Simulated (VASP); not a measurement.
# AgBr (Fm-3m) in VASP: further runs

Aim: see how the results for AgBr move with the level of theory and the settings. Levels: PBEsol, HSE06, PBE-based screened hybrid with 35 % exact exchange, PBE-based global hybrid with 30 % exact exchange, PBE-based screened hybrid with 5 % exact exchange. Tasks: single point.

Everything below comes from runs of VASP 6.6.1. Logs are shortened: lines on timing, memory, paths and dates and some standing lists are left out, and cuts for length are marked.

**1. The cell of the first run**

It takes space group Fm-3m (No. 225, cubic). The conventional cell has a = 5.785 Å, b = 5.785 Å, c = 5.785 Å, α = 90.00°, β = 90.00°, γ = 90.00°. Within 3.8 Å of Ag (site symmetry m-3m) lie 6 Br at 2.89 Å. Within 3.8 Å of Br (site symmetry m-3m) lie 6 Ag at 2.89 Å.

**2. Single point, PBEsol**

Contents of INCAR:

```
SYSTEM = AgBr
PREC = Accurate
ENCUT = 500
EDIFF = 1E-6
ISMEAR = 0
SIGMA = 0.01
LREAL = .FALSE.
LASPH = .TRUE.
NELM = 120
ALGO = Normal
ISIF = 2
LWAVE = .FALSE.
LCHARG = .TRUE.
GGA = PS
LELF = .TRUE.
LVHAR = .TRUE.
NBANDS = 16
GGA_COMPAT = .FALSE.
```

Contents of KPOINTS:

```
regular mesh
0
G
  6 6 6
  0 0 0
```

Contents of POSCAR:

```
AgBr
1.0
    0.0000000000      2.8927333262      2.8927333262
    2.8927333262      0.0000000000      2.8927333262
    2.8927333262      2.8927333262      0.0000000000
Ag Br
1 1
Direct
    0.0000000000      0.0000000000      0.0000000000
    0.5000000000      0.5000000000      0.5000000000
```

Potentials or basis: VASP PAW PBE potentials, release 64 (Ag, Br).

Run with:

```bash
cat potpaw_PBE.64/Ag/POTCAR potpaw_PBE.64/Br/POTCAR > POTCAR
mpirun -np 1 vasp_std > vasp.out
```

OUTCAR:

```text
SYSTEM = AgBr
   PREC = Accurate
   ENCUT = 500
   EDIFF = 1E-6
   ISMEAR = 0
   LREAL = .FALSE.
   LASPH = .TRUE.
   NELM = 120
   ISIF = 2
   GGA = PS

 ion  position               nearest neighbor table
   1  0.000  0.000  0.000-   2 2.89   2 2.89   2 2.89   2 2.89   2 2.89   2 2.89
   2  0.500  0.500  0.500-   1 2.89   1 2.89   1 2.89   1 2.89   1 2.89   1 2.89

  LATTYP: Found a face centered cubic cell.
 ALAT       =     5.7854666524

  Lattice vectors:

 A1 = (   0.0000000000,   2.8927333262,   2.8927333262)
 A2 = (   2.8927333262,   0.0000000000,   2.8927333262)
 A3 = (   2.8927333262,   2.8927333262,   0.0000000000)

Analysis of symmetry for initial positions (statically):
=====================================================================
 Subroutine PRICEL returns:
 Original cell was already a primitive cell.

 Routine SETGRP: Setting up the symmetry group for a
 face centered cubic supercell.

 Subroutine GETGRP returns: Found 48 space group operations
 (whereof 48 operations were pure point group operations)
 out of a pool of 48 trial point group operations.

The static configuration has the point symmetry O_h .

Analysis of symmetry for dynamics (positions and initial velocities):
=====================================================================
 Subroutine PRICEL returns:
 Original cell was already a primitive cell.

 Routine SETGRP: Setting up the symmetry group for a
 face centered cubic supercell.

 Subroutine GETGRP returns: Found 48 space group operations
 (whereof 48 operations were pure point group operations)
 out of a pool of 48 trial point group operations.

The dynamic configuration has the point symmetry O_h .

 Subroutine INISYM returns: Found 48 space group operations
 (whereof 48 operations are pure point group operations),
 and found     1 'primitive' translations

----------------------------------------------------------------------------------------

                                     Primitive cell

  volume of cell :      48.4122

  direct lattice vectors                    reciprocal lattice vectors
     0.000000000  2.892733326  2.892733326    -0.172846904  0.172846904  0.172846904
     2.892733326  0.000000000  2.892733326     0.172846904 -0.172846904  0.172846904
     2.892733326  2.892733326  0.000000000     0.172846904  0.172846904 -0.172846904

  length of vectors
     4.090942702  4.090942702  4.090942702     0.299379620  0.299379620  0.299379620

  position of ions in fractional coordinates (direct lattice)
     0.000000000  0.000000000  0.000000000
     0.500000000  0.500000000  0.500000000

  ion indices of the primitive-cell ions
   primitive index   ion index
                 1           1
                 2           2

----------------------------------------------------------------------------------------

 KPOINTS: regular mesh

Automatic generation of k-mesh.
 Grid dimensions read from file:
 generate k-points for:    6    6    6

 Generating k-lattice:

  Cartesian coordinates                     Fractional coordinates (reciprocal lattice)
    -0.028807817  0.028807817  0.028807817     0.166666667  0.000000000  0.000000000
     0.028807817 -0.028807817  0.028807817     0.000000000  0.166666667  0.000000000
     0.028807817  0.028807817 -0.028807817     0.000000000  0.000000000  0.166666667

  Length of vectors
     0.049896603  0.049896603  0.049896603

  Shift w.r.t. Gamma in fractional coordinates (k-lattice)
     0.000000000  0.000000000  0.000000000

 Subroutine IBZKPT returns following result:
 ===========================================

 Found     16 irreducible k-points:

 Following reciprocal coordinates:
            Coordinates               Weight
  0.000000  0.000000  0.000000      1.000000
  0.166667  0.000000  0.000000      8.000000
  0.333333  0.000000  0.000000      8.000000
  0.500000  0.000000  0.000000      4.000000
  0.166667  0.166667  0.000000      6.000000
  0.333333  0.166667  0.000000     24.000000
[... 8 lines left out ...]
 -0.333333  0.333333  0.166667     24.000000
 -0.333333  0.500000  0.166667     12.000000
   k-points           NKPTS =     16   k-points in BZ     NKDIM =     16   number of bands    NBANDS=     16
   number of dos      NEDOS =    301   number of ions     NIONS =      2
   total plane-waves  NPLWV =  27000
   dimension x,y,z NGX =    30 NGY =   30 NGZ =   30
   dimension x,y,z NGXF=    60 NGYF=   60 NGZF=   60
   ions per type =               1   1
   NGX,Y,Z   is equivalent  to a cutoff of  12.19, 12.19, 12.19 a.u.
   NGXF,Y,Z  is equivalent  to a cutoff of  24.38, 24.38, 24.38 a.u.
 SYSTEM =  AgBr
   PREC   = accura    normal or accurate (medium, high low for compatibility)
   ISTART =      0    job   : 0-new  1-cont  2-samecut
   ICHARG =      2    charge: 1-file 2-atom 10-const
   ISPIN  =      1    spin polarized calculation?
   LNONCOLLINEAR =      F non collinear calculations
   LSORBIT =      F    spin-orbit coupling
   LASPH  =      T    aspherical Exc in radial PAW
   ENCUT  =  500.0 eV  36.75 Ry    6.06 a.u.   7.46  7.46  7.46*2*pi/ulx,y,z
   NELM   =    120;   NELMIN=  2; NELMDL= -5     # of ELM steps
   EDIFF  = 0.1E-05   stopping-criterion for ELM
   LREAL  =      F    real-space projection
   EDIFFG = 0.1E-04   stopping-criterion for IOM
   NSW    =      0    number of steps for IOM
   IBRION =     -1    ionic relax: 0-MD 1-quasi-New 2-CG
   NFREE  =      0    steps in history (QN), initial steepest desc. (CG)
   ISIF   =      2    stress and relaxation
   ISYM   =      2    0-nonsym 1-usesym 2-fastsym
   POTIM  = 0.5000    time-step for ionic-motion
   TEBEG  =    0.0;   TEEND  =   0.0 temperature during run
   PSTRESS=    0.0 pullay stress
   NELECT =      18.0000    total number of electrons
   NUPDOWN=      -1.0000    fix difference up-down
   EMIN   =  10.00;   EMAX   =-10.00  energy-range for DOS
   EFERMI =   0.00;   METHOD = LEGACY
   ISMEAR =     0;   SIGMA  =   0.01  broadening in eV -4-tet -1-fermi 0-gaus
   EFERMI_NEDOS =   21; number of points for ismear=-14 and -15
   IALGO  =     38    algorithm
   IMIX   =      4    mixing-type and parameters
     AMIX     =   0.40;   BMIX     =  1.00
     AMIX_MAG =   1.60;   BMIX_MAG =  1.00
  volume/ion in A,a.u.               =      24.21       163.35
  Fermi-wavevector in a.u.,A,eV,Ry     =   1.177192  2.224570 18.854692  1.385781
  Thomas-Fermi vector in A             =   2.313543
   LORBIT       =      0    0 simple, 1 ext, 2 COOP (PROOUT), +10 PAW based schemes
   GGA     = PS    functional components
   LHFCALC =     F    Hartree Fock is set to
   AEXX    =    0.0000 exact exchange contribution
   IVDW    =     0    specifies the selected vdW correction
   LEPSILON=     F    determine dielectric tensor
   LRPA    =     F    only Hartree local field effects (RPA)
 non-spin polarized calculation
 Gauss-broadening in eV      SIGMA  =   0.01
  energy-cutoff  :      500.00
  volume of cell :       48.41
 maximum number of plane-waves:      1247
 NGX is ok and might be reduce to    30
   NGX = 15   NGY = 15   NGZ = 15

 number of electron      18.0000004 magnetization

 Free energy of the ion-electron system (eV)
  ---------------------------------------------------
  ext. energy  EPLUGINS =         0.00000000
  ---------------------------------------------------
  free energy    TOTEN  =        -5.67319923 eV

  energy without entropy =       -5.67319923  energy(sigma->0) =       -5.67319923

 E-fermi :   3.2815     XC(G=0):  -9.9681

 val. band max:        3.2149224834   @ k =   0.5000   0.0000   0.0000
 cond. band min:       3.7239771686   @ k =   0.0000   0.0000   0.0000
 fundamental gap:      0.5090546851
 Fermi energy:         3.2815420168

 k-point     1 :       0.0000    0.0000    0.0000
  band No.  band energies     occupation
      1     -11.7467      2.00000
      2       0.4911      2.00000
      3       0.4911      2.00000
      4       0.4924      2.00000
      5       0.4924      2.00000
      6       0.4924      2.00000
[... 8 lines left out ...]
     15      14.7710      0.00000
     16      14.7710      0.00000

 k-point     2 :       0.1667    0.0000    0.0000
  band No.  band energies     occupation
      1     -11.6474      2.00000
      2      -0.1639      2.00000
      3      -0.0699      2.00000
      4      -0.0699      2.00000
      5       0.5636      2.00000
      6       0.5636      2.00000
[... 8 lines left out ...]
     15      14.0426      0.00000
     16      14.2159      0.00000

 k-point     3 :       0.3333    0.0000    0.0000
  band No.  band energies     occupation
      1     -11.4357      2.00000
      2      -1.4240      2.00000
      3      -0.6379      2.00000
      4      -0.6379      2.00000
      5       0.7116      2.00000
      6       0.7116      2.00000
[... 8 lines left out ...]
     15      15.1349      0.00000
     16      15.1349      0.00000

 k-point     4 :       0.5000    0.0000    0.0000
  band No.  band energies     occupation
      1     -11.3220      2.00000
      2      -1.9361      2.00000
      3      -0.8432      2.00000
      4      -0.8432      2.00000
      5       0.7886      2.00000
      6       0.7886      2.00000
[... 8 lines left out ...]
     15      16.3274      0.00000
     16      16.3274      0.00000

 k-point     5 :       0.1667    0.1667    0.0000
  band No.  band energies     occupation
      1     -11.6200      2.00000
      2      -0.6764      2.00000
      3       0.3196      2.00000
      4       0.3196      2.00000
      5       0.4251      2.00000
      6       0.5296      2.00000
[... 8 lines left out ...]
     15      16.3711      0.00000
     16      16.5654      0.00000

 k-point     6 :       0.3333    0.1667    0.0000
  band No.  band energies     occupation
      1     -11.4573      2.00000
      2      -1.2307      2.00000
      3      -0.3362      2.00000
      4      -0.2253      2.00000
      5       0.5419      2.00000
      6       0.7278      2.00000
[... 8 lines left out ...]
     15      16.2804      0.00000
     16      16.2919      0.00000

 k-point     7 :       0.5000    0.1667    0.0000
  band No.  band energies     occupation
      1     -11.3147      2.00000
      2      -1.6261      2.00000
      3      -0.8061      2.00000
      4      -0.6872      2.00000
      5       0.7083      2.00000
      6       0.8085      2.00000
[... 8 lines left out ...]
     15      16.5883      0.00000
     16      16.9923      0.00000

 k-point     8 :      -0.3333    0.1667    0.0000
  band No.  band energies     occupation
      1     -11.3457      2.00000
      2      -1.5799      2.00000
      3      -0.7918      2.00000
      4      -0.5812      2.00000
      5       0.7302      2.00000
      6       0.7679      2.00000
[... 8 lines left out ...]
     15      15.9894      0.00000
     16      16.6614      0.00000

 k-point     9 :      -0.1667    0.1667    0.0000
  band No.  band energies     occupation
      1     -11.5155      2.00000
      2      -0.9963      2.00000
      3      -0.5495      2.00000
      4      -0.0466      2.00000
      5       0.6052      2.00000
      6       0.6898      2.00000
[... 8 lines left out ...]
     15      15.7654      0.00000
     16      15.8738      0.00000

 k-point    10 :       0.3333    0.3333    0.0000
  band No.  band energies     occupation
      1     -11.3898      2.00000
      2      -1.2563      2.00000
      3       0.2744      2.00000
      4       0.2744      2.00000
      5       0.2914      2.00000
      6       0.6073      2.00000
[... 8 lines left out ...]
     15      17.2720      0.00000
     16      18.7005      0.00000

 k-point    11 :       0.5000    0.3333    0.0000
  band No.  band energies     occupation
      1     -11.2989      2.00000
      2      -1.0913      2.00000
      3      -0.4141      2.00000
      4      -0.2197      2.00000
      5       0.5353      2.00000
      6       0.8478      2.00000
[... 8 lines left out ...]
     15      17.2995      0.00000
     16      18.0682      0.00000

 k-point    12 :      -0.3333    0.3333    0.0000
  band No.  band energies     occupation
      1     -11.2764      2.00000
      2      -1.2367      2.00000
      3      -0.7054      2.00000
      4      -0.6568      2.00000
      5       0.7129      2.00000
      6       0.8044      2.00000
[... 8 lines left out ...]
     15      15.4415      0.00000
     16      18.5814      0.00000

 k-point    13 :       0.5000    0.5000    0.0000
  band No.  band energies     occupation
      1     -11.2903      2.00000
      2      -0.9616      2.00000
      3       0.2252      2.00000
      4       0.4627      2.00000
      5       0.4627      2.00000
      6       0.6465      2.00000
[... 8 lines left out ...]
     15      18.0211      0.00000
     16      18.0211      0.00000

 k-point    14 :       0.5000    0.3333    0.1667
  band No.  band energies     occupation
      1     -11.3379      2.00000
      2      -1.3375      2.00000
      3      -0.6379      2.00000
      4      -0.3084      2.00000
      5       0.6811      2.00000
      6       0.7867      2.00000
[... 8 lines left out ...]
     15      16.9185      0.00000
     16      18.1088      0.00000

 k-point    15 :      -0.3333    0.3333    0.1667
  band No.  band energies     occupation
      1     -11.2764      2.00000
      2      -1.2421      2.00000
      3      -0.7043      2.00000
      4      -0.6685      2.00000
      5       0.7418      2.00000
      6       0.8077      2.00000
[... 8 lines left out ...]
     15      15.7837      0.00000
     16      17.7471      0.00000

 k-point    16 :      -0.3333    0.5000    0.1667
  band No.  band energies     occupation
      1     -11.2684      2.00000
      2      -0.8217      2.00000
      3      -0.6839      2.00000
      4      -0.3656      2.00000
      5       0.8848      2.00000
      6       0.8898      2.00000
[... 8 lines left out ...]
     15      16.7064      0.00000
     16      17.9963      0.00000

------------------------ aborting loop because EDIFF is reached ----------------------------------------

  FORCE on cell =-STRESS in cart. coord.  units (eV):
  Direction    XX          YY          ZZ          XY          YZ          ZX
  --------------------------------------------------------------------------------------
  -------------------------------------------------------------------------------------
  Total       -0.7875531     -0.7875531     -0.7875531     -0.0000000      0.0000000     -0.0000000
  in kB      -26.0636496    -26.0636496    -26.0636496     -0.0000000      0.0000000     -0.0000000
  external PRESSURE =     -26.0636496 kB  Pullay stress =       0.0000000 kB

 VOLUME and BASIS-vectors are now :
 -----------------------------------------------------------------------------
  energy-cutoff  :      500.00
  volume of cell :       48.41
      direct lattice vectors                 reciprocal lattice vectors
     0.000000000  2.892733326  2.892733326    -0.172846904  0.172846904  0.172846904
     2.892733326  0.000000000  2.892733326     0.172846904 -0.172846904  0.172846904
     2.892733326  2.892733326  0.000000000     0.172846904  0.172846904 -0.172846904

 POSITION                                       TOTAL-FORCE (eV/Angst)
 -----------------------------------------------------------------------------------
      0.00000      0.00000      0.00000        -0.000000      0.000000     -0.000000
      2.89273      2.89273      2.89273         0.000000     -0.000000      0.000000
 -----------------------------------------------------------------------------------
    total drift:                               -0.000000      0.000000      0.000000

  FREE ENERGIE OF THE ION-ELECTRON SYSTEM (eV)
  ---------------------------------------------------
  free  energy   TOTEN  =        -5.6731992309 eV

  energy  without entropy=       -5.6731992309  energy(sigma->0) =       -5.67319923
```

Run time: 26 s. Hardware: 1 thread of Intel Xeon 8259CL, shared host; peak memory 0.17 GiB.

What came out:

```yaml
Free_energy: -5.6732 eV
Pressure: -2.6 GPa
Band_gap_on_the_k_mesh: 0.51 eV (least direct gap 2.37 eV)
```

Caveat: the PAW data sets were made with another functional, which shifts forces and pressure a little. A k mesh can miss the band edges.

[end of part 1 of 3]
